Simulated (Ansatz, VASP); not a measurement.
Two plane-wave programs on Li2O

INCAR

```
SYSTEM = Li2O
  PREC = Accurate
  ENCUT = 750
  EDIFF = 1E-6
  ISMEAR = -1
  SIGMA = 0.0272
  LREAL = .False.
  LASPH = .True.
  NELM = 120
  ALGO = Normal
  ISIF = 2
  LWAVE = .False.
  LCHARG = .True.
  GGA = PE
  LELF = .True.
  LVHAR = .True.
  NBANDS = 13
  GGA_COMPAT = .False.
```

Contents of KPOINTS:

```
regular mesh
0
Gamma
  8 8 8
  0 0 0
```

Contents of POSCAR:

```
Li2O
1.0
    0.0000000000      2.3050000000      2.3050000000
    2.3050000000      0.0000000000      2.3050000000
    2.3050000000      2.3050000000      0.0000000000
Li O
2 1
Direct
    0.2500000000      0.2500000000      0.2500000000
    0.7500000000      0.7500000000      0.7500000000
    0.0000000000      0.0000000000      0.0000000000
```

Input for Ansatz:

```yaml
crystal:
  lattice:
    - [0.0, 2.305, 2.305]
    - [2.305, 0.0, 2.305]
    - [2.305, 2.305, 0.0]
  atoms:
    - { symbol: Li, position: [0.25, 0.25, 0.25] }
    - { symbol: Li, position: [0.75, 0.75, 0.75] }
    - { symbol: O, position: [0.0, 0.0, 0.0] }
kpoints:
  mp_grid: { grid: [8, 8, 8] }
scf:
  occupations: { method: fermi_dirac, width: 0.0272 }
hamiltonian:
  xc: pbe
  pseudopotentials: { kind: paw }
output:
  forces: true
  stress: true
  eigenvalues: true
  core_levels:
    shells: { O: ["1s"] }
    counted_from: conduction_bottom
    add_spin: always
  write_density: true
  write_potential: true
  elf: true
  volumetric_format: npy
```

Alike in both runs: task single point; functional PBE; k mesh 8 × 8 × 8; occupations fermi-dirac, width 0.0272 eV; no spin polarisation.

|  | VASP | Ansatz |
| --- | --- | --- |
| version | VASP 6.6.1 | Ansatz 0.2.0 |
| potentials or method | VASP PAW PBE potentials, release 64 (Li_sv, O) | PAW with Ansatz's default frozen-core files, scalar-relativistic |
| plane-wave cutoff (eV) | 750 | 420 |
| valence electrons in the cell | 12 | 12 |

Ansatz gave:

```
gap on the k mesh at the Fermi level (eV) : 5.00
pressure (GPa)                            : 0.8
```

**Question.** Which values does VASP return?

**Answer.** gap on the k mesh at the Fermi level (eV): 4.99; pressure (GPa): 0.5.
